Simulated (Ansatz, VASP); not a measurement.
One calculation of In3As, two programs

The input INCAR:

```
PREC     = Accurate       # precision mode
ENCUT    = 520            # plane-wave cutoff, eV
EDIFF    = 1E-6           # SCF threshold, eV
ISMEAR   = 0              # smearing method
SIGMA    = 0.1            # smearing width, eV
LREAL    = F              # projectors in reciprocal space
LASPH    = T              # aspherical terms in the spheres
NELM     = 60             # most SCF steps
ALGO     = Normal         # electronic algorithm
ISIF     = 2              # what is computed and relaxed
LWAVE    = F              # write WAVECAR
LCHARG   = F              # write CHGCAR
GGA      = PE             # functional
NBANDS   = 30             # bands
```

The input KPOINTS:

```
regular mesh
0
Gamma
  6 6 4
```

The input POSCAR:

```
In3As
1.0
    4.2562115500      0.0000000000      0.0000000000
   -2.1281057800      3.6859873300      0.0000000000
    0.0000000000      0.0000000000      7.1768623500
In As
3 1
Direct
    0.3333333300      0.6666666700      0.7653372200
    0.6666666700      0.3333333300      0.7653372200
    0.0000000000      0.0000000000      0.7526654100
    0.0000000000      0.0000000000      0.0252831100
```

Input for Ansatz:

```yaml
crystal:
  lattice:
    - [4.25621155, 0.0, 0.0]
    - [-2.12810578, 3.68598733, 0.0]
    - [0.0, 0.0, 7.17686235]
  atoms:
    - { symbol: In, position: [0.33333333, 0.66666667, 0.76533722] }
    - { symbol: In, position: [0.66666667, 0.33333333, 0.76533722] }
    - { symbol: In, position: [0.0, 0.0, 0.75266541] }
    - { symbol: As, position: [0.0, 0.0, 0.02528311] }
basis:
  ecutwfc: 420
kpoints:
  mp_grid: { grid: [6, 6, 4] }
hamiltonian:
  xc: pbe
scf:
  occupations: { method: gaussian, width: 0.1 }
  lower_state_search: "off"
output:
  forces: true
  stress: true
  eigenvalues: true
```

Alike in both runs: task single point; functional PBE; k mesh 6 × 6 × 4; occupations gaussian, width 0.1 eV; no spin polarisation.

```csv
,VASP,Ansatz
version,VASP 6.6.1,Ansatz 0.2.0
potentials or method,"VASP PAW PBE potentials, release 64 (In_d, As), cutoff 520 eV","scalar-relativistic, plane waves, PAW"
valence electrons in the cell,44,54
```

```csv
,VASP,Ansatz,Ansatz less VASP
gap on the k mesh at the Fermi level (eV),none,none,-
rms of the force components (eV/Å),8.182,8.096,-0.0862
```

Atom by atom the forces differ by 0.087 eV/Å (rms over components). A gap of «none» marks a metal or a gap that the smearing closes. VASP's potentials hold 44 valence electrons a cell and Ansatz's 54, so a difference there can come from the potentials and not from the codes.
